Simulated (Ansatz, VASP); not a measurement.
# TiO2 in VASP and in Ansatz

The input INCAR:

```
SYSTEM = TiO2
PREC = Accurate
ENCUT = 520
EDIFF = 1E-6
ISMEAR = 0
SIGMA = 0.05
LREAL = .False.
LASPH = .True.
NELM = 100
ALGO = Normal
ISIF = 2
LWAVE = .False.
LCHARG = .False.
GGA = PE
NBANDS = 33
```

Contents of KPOINTS:

```
Automatic mesh
0
Gamma
  10 10 10
  0 0 0
```

The input POSCAR:

```
TiO2
1.0
   -1.9565996073      1.9565996073      4.8484484049
    1.9565996073     -1.9565996073      4.8484484049
    1.9565996073      1.9565996073     -4.8484484049
Ti O
2 4
Direct
    0.0000000000      0.0000000000      0.0000000000
    0.7500000000      0.2500000000      0.5000000000
    0.2065067269      0.2065067269      0.0000000000
    0.9565067269      0.4565067269      0.5000000000
    0.5434932731      0.0434932731      0.5000000000
    0.7934932731      0.7934932731      0.0000000000
```

Input for Ansatz:

```yaml
crystal:
  lattice:
    - [-1.9565996073, 1.9565996073, 4.8484484049]
    - [1.9565996073, -1.9565996073, 4.8484484049]
    - [1.9565996073, 1.9565996073, -4.8484484049]
  atoms:
    - { symbol: Ti, position: [0.0, 0.0, 0.0] }
    - { symbol: Ti, position: [0.75, 0.25, 0.5] }
    - { symbol: O, position: [0.2065067269, 0.2065067269, 0.0] }
    - { symbol: O, position: [0.9565067269, 0.4565067269, 0.5] }
    - { symbol: O, position: [0.5434932731, 0.0434932731, 0.5] }
    - { symbol: O, position: [0.7934932731, 0.7934932731, 0.0] }
basis:
  ecutwfc: 420
kpoints:
  mp_grid: { grid: [10, 10, 10] }
hamiltonian:
  xc: pbe
scf:
  occupations: { method: gaussian, width: 0.05 }
output:
  forces: true
  stress: true
  eigenvalues: true
```

Change from the starting cell: strain +0.030 along x and y, +0.000 along z, atoms carried along.

Alike in both runs: task single point; functional PBE; k mesh 10 × 10 × 10; occupations gaussian, width 0.05 eV; no spin polarisation.

|  | VASP | Ansatz |
| --- | --- | --- |
| version | VASP 6.6.1 | Ansatz 0.2.0 |
| potentials or method | VASP PAW PBE potentials, release 64 (Ti_sv, O), cutoff 520 eV | scalar-relativistic, plane waves, PAW |
| valence electrons in the cell | 48 | 48 |

Ansatz gave:

| Property | Result |
| --- | --- |
| gap on the k mesh at the Fermi level (eV) | 1.98 |
| least direct gap on the mesh (eV) | 2.25 |
| pressure (GPa) | -10.3 |
| traceless stress, the component that is largest in VASP (GPa) | 2.85 |
| rms of the force components (eV/Å) | 0.021 |

Question: What did VASP give for the same quantities?

Answer: gap on the k mesh at the Fermi level (eV): 1.96; least direct gap on the mesh (eV): 2.23; pressure (GPa): -9.7; traceless stress, the component that is largest in VASP (GPa): 3.00; rms of the force components (eV/Å): 0.009.

Atom by atom the forces differ by 0.012 eV/Å (rms over components). With one functional, cell and mesh, what is left measures potentials, basis and numerics.
